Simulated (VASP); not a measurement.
Al, 1 atom in the cell. The structure is cubic, space group Fm-3m (No. 225). Conventional cell: a = 4.016 Å, b = 4.016 Å, c = 4.016 Å, α = 90.00°, β = 90.00°, γ = 90.00°. Al (site symmetry m-3m) has 12 Al at 2.84 Å within 3.7 Å. 

- Program: VASP 6.6.1
- Task: single point
- Functional: PBEsol
- Potentials or basis: VASP PAW PBE potentials, release 64 (Al)
- Cutoff: 520 eV
- k mesh: 46 × 46 × 46
- Occupations: gaussian, width 0.3 eV
- Spin: no spin polarisation
- Dipole correction: no
- Further INCAR settings: ALGO = Fast; EDIFF = 1e-07; NBANDS = 8

Potentials or basis: VASP PAW PBE potentials, release 64 (Al).

Command:

```bash
$ cat potpaw_PBE.64/Al/POTCAR > POTCAR
$ mpirun -np 1 vasp_std > vasp.out
```

Hardware: 1 thread of Intel(R) Xeon(R) 6975P-C (Granite Rapids), on a shared host.

Question: How long does it take, and how much memory?

Answer: Run time: 97 s on 1 thread of Intel(R) Xeon(R) 6975P-C (Granite Rapids), with other jobs on the host, peak memory 0.38 GiB. Counts: scf iterations 13, k points 2456.
